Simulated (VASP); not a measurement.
# W (Fm-3m) in VASP: notebook

W is run at these levels: PBE; tasks: single point.

Program: VASP 6.6.1. These are calculated values, not measurements. Logs are shortened: lines on timing, memory, paths and dates and some standing lists are left out, and cuts for length are marked.

## 1. The cell of the first run

Symmetry: Fm-3m, No. 225, cubic system. The conventional cell has a = 3.977 Å, b = 3.977 Å, c = 3.977 Å, α = 90.00°, β = 90.00°, γ = 90.00°. W (site symmetry m-3m) has 12 W at 2.81 Å within 3.7 Å.

## 2. Single point, PBE

INCAR reads:

```
SYSTEM = W
PREC = Accurate ; ENCUT = 520
EDIFF = 1E-7 ; ISMEAR = -1
SIGMA = 0.05 ; LREAL = .FALSE.
LASPH = .TRUE. ; NELM = 80
ALGO = Normal ; ISIF = 2
LWAVE = .FALSE. ; LCHARG = .TRUE.
GGA = PE ; LELF = .TRUE.
LVHAR = .TRUE. ; NBANDS = 13
```

KPOINTS reads:

```
regular mesh
0
G
  11 11 11
  0 0 0
```

POSCAR reads:

```
W
1.0
    0.0000000000      1.9885598007      1.9885598007
    1.9885598007      0.0000000000      1.9885598007
    1.9885598007      1.9885598007      0.0000000000
W
1
Direct
    0.0000000000      0.0000000000      0.0000000000
```

Potentials or basis: VASP PAW PBE potentials, release 64 (W_sv).

Run with:

```
cat potpaw_PBE.64/W_sv/POTCAR > POTCAR
mpirun -np 1 vasp_std > vasp.out
```

OUTCAR:

```text
SYSTEM = W
   PREC = Accurate
   ENCUT = 520
   EDIFF = 1E-7
   ISMEAR = -1
   LREAL = .FALSE.
   LASPH = .TRUE.
   NELM = 80
   ISIF = 2
   GGA = PE

 ion  position               nearest neighbor table
   1  0.000  0.000  0.000-

  LATTYP: Found a face centered cubic cell.
 ALAT       =     3.9771196014

  Lattice vectors:

 A1 = (   0.0000000000,   1.9885598007,   1.9885598007)
 A2 = (   1.9885598007,   0.0000000000,   1.9885598007)
 A3 = (   1.9885598007,   1.9885598007,   0.0000000000)

Analysis of symmetry for initial positions (statically):
=====================================================================
 Subroutine PRICEL returns:
 Original cell was already a primitive cell.

 Routine SETGRP: Setting up the symmetry group for a
 face centered cubic supercell.

 Subroutine GETGRP returns: Found 48 space group operations
 (whereof 48 operations were pure point group operations)
 out of a pool of 48 trial point group operations.

The static configuration has the point symmetry O_h .

Analysis of symmetry for dynamics (positions and initial velocities):
=====================================================================
 Subroutine PRICEL returns:
 Original cell was already a primitive cell.

 Routine SETGRP: Setting up the symmetry group for a
 face centered cubic supercell.

 Subroutine GETGRP returns: Found 48 space group operations
 (whereof 48 operations were pure point group operations)
 out of a pool of 48 trial point group operations.

The dynamic configuration has the point symmetry O_h .

 Subroutine INISYM returns: Found 48 space group operations
 (whereof 48 operations are pure point group operations),
 and found     1 'primitive' translations

----------------------------------------------------------------------------------------

                                     Primitive cell

  volume of cell :      15.7270

  direct lattice vectors                    reciprocal lattice vectors
     0.000000000  1.988559801  1.988559801    -0.251438252  0.251438252  0.251438252
     1.988559801  0.000000000  1.988559801     0.251438252 -0.251438252  0.251438252
     1.988559801  1.988559801  0.000000000     0.251438252  0.251438252 -0.251438252

  length of vectors
     2.812248240  2.812248240  2.812248240     0.435503827  0.435503827  0.435503827

  position of ions in fractional coordinates (direct lattice)
     0.000000000  0.000000000  0.000000000

  ion indices of the primitive-cell ions
   primitive index   ion index
                 1           1

----------------------------------------------------------------------------------------

 KPOINTS: regular mesh

Automatic generation of k-mesh.
 Grid dimensions read from file:
 generate k-points for:   11   11   11

 Generating k-lattice:

  Cartesian coordinates                     Fractional coordinates (reciprocal lattice)
    -0.022858023  0.022858023  0.022858023     0.090909091  0.000000000  0.000000000
     0.022858023 -0.022858023  0.022858023     0.000000000  0.090909091  0.000000000
     0.022858023  0.022858023 -0.022858023     0.000000000  0.000000000  0.090909091

  Length of vectors
     0.039591257  0.039591257  0.039591257

  Shift w.r.t. Gamma in fractional coordinates (k-lattice)
     0.000000000  0.000000000  0.000000000

 Subroutine IBZKPT returns following result:
 ===========================================

 Found     56 irreducible k-points:

 Following reciprocal coordinates:
            Coordinates               Weight
  0.000000  0.000000  0.000000      1.000000
  0.090909  0.000000  0.000000      8.000000
  0.181818  0.000000  0.000000      8.000000
  0.272727  0.000000  0.000000      8.000000
  0.363636  0.000000  0.000000      8.000000
  0.454545  0.000000  0.000000      8.000000
[... 16 lines left out ...]
 -0.272727  0.181818  0.000000     24.000000
 -0.181818  0.181818  0.000000     12.000000
 [... further k-points ...]
   k-points           NKPTS =     56   k-points in BZ     NKDIM =     56   number of bands    NBANDS=     13
   number of dos      NEDOS =    301   number of ions     NIONS =      1
   total plane-waves  NPLWV =  13824
   dimension x,y,z NGX =    24 NGY =   24 NGZ =   24
   dimension x,y,z NGXF=    48 NGYF=   48 NGZF=   48
   ions per type =               1
   NGX,Y,Z   is equivalent  to a cutoff of  14.19, 14.19, 14.19 a.u.
   NGXF,Y,Z  is equivalent  to a cutoff of  28.38, 28.38, 28.38 a.u.
 SYSTEM =  W
   PREC   = accura    normal or accurate (medium, high low for compatibility)
   ISTART =      0    job   : 0-new  1-cont  2-samecut
   ICHARG =      2    charge: 1-file 2-atom 10-const
   ISPIN  =      1    spin polarized calculation?
   LNONCOLLINEAR =      F non collinear calculations
   LSORBIT =      F    spin-orbit coupling
   LASPH  =      T    aspherical Exc in radial PAW
   ENCUT  =  520.0 eV  38.22 Ry    6.18 a.u.   5.23  5.23  5.23*2*pi/ulx,y,z
   NELM   =     80;   NELMIN=  2; NELMDL= -5     # of ELM steps
   EDIFF  = 0.1E-06   stopping-criterion for ELM
   LREAL  =      F    real-space projection
   EDIFFG = 0.1E-05   stopping-criterion for IOM
   NSW    =      0    number of steps for IOM
   IBRION =     -1    ionic relax: 0-MD 1-quasi-New 2-CG
   NFREE  =      0    steps in history (QN), initial steepest desc. (CG)
   ISIF   =      2    stress and relaxation
   ISYM   =      2    0-nonsym 1-usesym 2-fastsym
   POTIM  = 0.5000    time-step for ionic-motion
   TEBEG  =    0.0;   TEEND  =   0.0 temperature during run
   PSTRESS=    0.0 pullay stress
   NELECT =      14.0000    total number of electrons
   NUPDOWN=      -1.0000    fix difference up-down
   EMIN   =  10.00;   EMAX   =-10.00  energy-range for DOS
   EFERMI =   0.00;   METHOD = LEGACY
   ISMEAR =    -1;   SIGMA  =   0.05  broadening in eV -4-tet -1-fermi 0-gaus
   EFERMI_NEDOS =   21; number of points for ismear=-14 and -15
   IALGO  =     38    algorithm
   IMIX   =      4    mixing-type and parameters
     AMIX     =   0.40;   BMIX     =  1.00
     AMIX_MAG =   1.60;   BMIX_MAG =  1.00
  volume/ion in A,a.u.               =      15.73       106.13
  Fermi-wavevector in a.u.,A,eV,Ry     =   1.574837  2.976010 33.743953  2.480111
  Thomas-Fermi vector in A             =   2.675911
   LORBIT       =      0    0 simple, 1 ext, 2 COOP (PROOUT), +10 PAW based schemes
   GGA     = PE    functional components
   LHFCALC =     F    Hartree Fock is set to
   AEXX    =    0.0000 exact exchange contribution
   IVDW    =     0    specifies the selected vdW correction
   LEPSILON=     F    determine dielectric tensor
   LRPA    =     F    only Hartree local field effects (RPA)
 non-spin polarized calculation
  energy-cutoff  :      520.00
  volume of cell :       15.73
 maximum number of plane-waves:       440
 NGX is ok and might be reduce to    24
   NGX = 11   NGY = 11   NGZ = 11

 number of electron      13.9999999 magnetization

 Free energy of the ion-electron system (eV)
  ---------------------------------------------------
  ext. energy  EPLUGINS =         0.00000000
  ---------------------------------------------------
  free energy    TOTEN  =       -12.45134979 eV

  energy without entropy =      -12.44346857  energy(sigma->0) =      -12.44740918

 E-fermi :  11.0546     XC(G=0): -13.6763

 val. band max:       11.0022966464   @ k =  -0.2727   0.0909   0.0000
 cond. band min:      11.0764290169   @ k =   0.1818   0.0909   0.0000
 fundamental gap:      0.0741323705
 Fermi energy:        11.0545938736

 k-point     1 :       0.0000    0.0000    0.0000
  band No.  band energies     occupation
      1     -62.5198      2.00000
      2     -26.0906      2.00000
      3     -26.0906      2.00000
      4     -26.0906      2.00000
      5       1.8713      2.00000
      6      10.4681      1.99998
      7      10.4681      1.99998
      8      10.4681      1.99998
      9      13.7877      0.00000
     10      13.7877      0.00000
     11      23.9234      0.00000
     12      29.3538      0.00000
     13      29.3538      0.00000

 k-point     2 :       0.0909    0.0000    0.0000
  band No.  band energies     occupation
      1     -62.5097      2.00000
      2     -26.2034      2.00000
      3     -26.1048      2.00000
      4     -26.1048      2.00000
      5       2.2491      2.00000
      6      10.1829      2.00000
      7      10.6396      1.99950
      8      10.6396      1.99950
      9      13.6314      0.00000
     10      13.6314      0.00000
     11      24.6697      0.00000
     12      27.9748      0.00000
     13      30.0670      0.00000

 k-point     3 :       0.1818    0.0000    0.0000
  band No.  band energies     occupation
      1     -62.4824      2.00000
      2     -26.4984      2.00000
      3     -26.1427      2.00000
      4     -26.1427      2.00000
      5       3.2562      2.00000
      6       9.6321      2.00000
      7      10.9416      1.81113
      8      10.9416      1.81113
      9      13.5007      0.00000
     10      13.5007      0.00000
     11      25.4007      0.00000
     12      27.1462      0.00000
     13      32.0310      0.00000
[... 305 lines left out ...]
 k-point    23 :      -0.2727    0.1818    0.0000
  band No.  band energies     occupation
      1     -62.4039      2.00000
      2     -27.0493      2.00000
      3     -26.5198      2.00000
      4     -26.2364      2.00000
      5       6.2426      2.00000
      6       9.0667      2.00000
      7       9.6125      2.00000
      8      11.5632      0.00008
      9      13.4199      0.00000
     10      17.3952      0.00000
     11      24.4968      0.00000
     12      27.5944      0.00000
     13      29.5385      0.00000

 k-point    24 :      -0.1818    0.1818    0.0000
  band No.  band energies     occupation
      1     -62.4344      2.00000
      2     -26.8344      2.00000
      3     -26.4027      2.00000
      4     -26.1789      2.00000
      5       5.1691      2.00000
      6       8.8615      2.00000
      7      10.3660      2.00000
      8      12.0512      0.00000
      9      12.1284      0.00000
     10      15.8665      0.00000
     11      25.7307      0.00000
     12      29.2841      0.00000
     13      30.3084      0.00000

 [... further k-points ...]
[... 5 lines left out ...]
  --------------------------------------------------------------------------------------
  -------------------------------------------------------------------------------------
  Total        1.4746471      1.4746471      1.4746471      0.0000000     -0.0000000      0.0000000
  in kB      150.2286320    150.2286320    150.2286320      0.0000000     -0.0000000      0.0000000
  external PRESSURE =     150.2286320 kB  Pullay stress =       0.0000000 kB

 VOLUME and BASIS-vectors are now :
 -----------------------------------------------------------------------------
  energy-cutoff  :      520.00
  volume of cell :       15.73
      direct lattice vectors                 reciprocal lattice vectors
     0.000000000  1.988559801  1.988559801    -0.251438252  0.251438252  0.251438252
     1.988559801  0.000000000  1.988559801     0.251438252 -0.251438252  0.251438252
     1.988559801  1.988559801  0.000000000     0.251438252  0.251438252 -0.251438252

 POSITION                                       TOTAL-FORCE (eV/Angst)
 -----------------------------------------------------------------------------------
      0.00000      0.00000      0.00000        -0.000000     -0.000000     -0.000000
 -----------------------------------------------------------------------------------
    total drift:                               -0.000000      0.000000      0.000000

  FREE ENERGIE OF THE ION-ELECTRON SYSTEM (eV)
  ---------------------------------------------------
  free  energy   TOTEN  =       -12.4513497908 eV

  energy  without entropy=      -12.4434685721  energy(sigma->0) =      -12.44740918
```

Run time: 6.4 s. Hardware: 1 thread of Intel Xeon 6975P-C (Granite Rapids), shared host; peak memory 0.14 GiB.

Results:

| Item | Value |
| --- | --- |
| Free energy | -12.4513 eV |
| Pressure | 15.0 GPa |
| Band gap on the k mesh | zero (band 7 reaches 13.98 eV, above the bottom of band 8 at 10.47 eV) |

Caveat: spin-orbit coupling is left out, which moves the levels of the heavy elements.

## 3. Single point, PBE

This run uses another cell than the first one, of 16.06 Å³/atom, 1.021 times its volume.

INCAR reads:

```
SYSTEM = W
ALGO = Normal
EDIFF = 1E-6
ENCUT = 520
GGA = PE
ISIF = 2
ISMEAR = -1
LASPH = .TRUE.
LCHARG = .FALSE.
LREAL = .FALSE.
LWAVE = .FALSE.
NBANDS = 13
NELM = 60
PREC = Accurate
SIGMA = 0.05
```

KPOINTS reads:

```
k-points
0
G
  11 11 11
  0 0 0
```

POSCAR reads:

```
W
1.0
    0.0000000000      2.0025642044      2.0025642044
    2.0025642044      0.0000000000      2.0025642044
    2.0025642044      2.0025642044      0.0000000000
W
1
Direct
    0.0000000000      0.0000000000      0.0000000000
```

Potentials or basis: VASP PAW PBE potentials, release 64 (W_sv).

Run with:

```
cat potpaw_PBE.64/W_sv/POTCAR > POTCAR
mpirun -np 1 vasp_std > vasp.out
```

OUTCAR:

```text
SYSTEM = W
   EDIFF = 1E-6
   ENCUT = 520
   GGA = PE
   ISIF = 2
   ISMEAR = -1
   LASPH = .TRUE.
   LREAL = .FALSE.
   NELM = 60
   PREC = Accurate

 ion  position               nearest neighbor table
   1  0.000  0.000  0.000-

  LATTYP: Found a face centered cubic cell.
 ALAT       =     4.0051284088

  Lattice vectors:

 A1 = (   0.0000000000,   2.0025642044,   2.0025642044)
 A2 = (   2.0025642044,   0.0000000000,   2.0025642044)
 A3 = (   2.0025642044,   2.0025642044,   0.0000000000)
[... 553 lines left out ...]
      4     -26.5349      2.00000
      5       4.9171      2.00000
      6       8.6299      2.00000
      7      10.1048      2.00000
      8      11.7473      0.00000
      9      11.8193      0.00000
     10      15.4376      0.00000
     11      25.2559      0.00000
     12      28.8137      0.00000
     13      29.7369      0.00000

 [... further k-points ...]
[... 5 lines left out ...]
  --------------------------------------------------------------------------------------
  -------------------------------------------------------------------------------------
  Total        0.7826790      0.7826790      0.7826790     -0.0000000      0.0000000     -0.0000000
  in kB       78.0737304     78.0737304     78.0737304     -0.0000000      0.0000000     -0.0000000
  external PRESSURE =      78.0737304 kB  Pullay stress =       0.0000000 kB

 VOLUME and BASIS-vectors are now :
 -----------------------------------------------------------------------------
  energy-cutoff  :      520.00
  volume of cell :       16.06
      direct lattice vectors                 reciprocal lattice vectors
     0.000000000  2.002564204  2.002564204    -0.249679885  0.249679885  0.249679885
     2.002564204  0.000000000  2.002564204     0.249679885 -0.249679885  0.249679885
     2.002564204  2.002564204  0.000000000     0.249679885  0.249679885 -0.249679885

 POSITION                                       TOTAL-FORCE (eV/Angst)
 -----------------------------------------------------------------------------------
      0.00000      0.00000      0.00000        -0.000000      0.000000      0.000000
 -----------------------------------------------------------------------------------
    total drift:                               -0.000000      0.000000      0.000000

  FREE ENERGIE OF THE ION-ELECTRON SYSTEM (eV)
  ---------------------------------------------------
  free  energy   TOTEN  =       -12.4752436823 eV

  energy  without entropy=      -12.4671934711  energy(sigma->0) =      -12.47121858
```

stdout:

```text
POSCAR found type information on POSCAR W
 POSCAR found :  1 types and       1 ions
 scaLAPACK will be used
 LDA part: xc-table for (Slater+PW92), standard interpolation
 POSCAR, INCAR and KPOINTS ok, starting setup
 FFT: planning ... GRIDC
 FFT: planning ... GRID_SOFT
 FFT: planning ... GRID
 WAVECAR not read
 entering main loop
```

It took 5.6 s on 1 thread of Intel Xeon 6975P-C (Granite Rapids), shared host; peak memory 0.13 GiB.

What came out:

```
Free energy            : -12.4752 eV
Pressure               : 7.8 GPa
Band gap on the k mesh : zero (band 7 reaches 13.56 eV, above the bottom of band 8 at 10.20 eV)
```

Levels at points of the mesh, in eV from the Fermi level:
```
           k point  band 3  band 4  band 5  band 6  band 7  band 8  band 9  band 10  band 11  band 12
(0.00, 0.00, 0.00)  -37.22  -37.22   -9.09   -0.57   -0.57   -0.57    2.65     2.65    12.83    18.15
```

Caveat: spin-orbit coupling is left out, which moves the levels of the heavy elements.
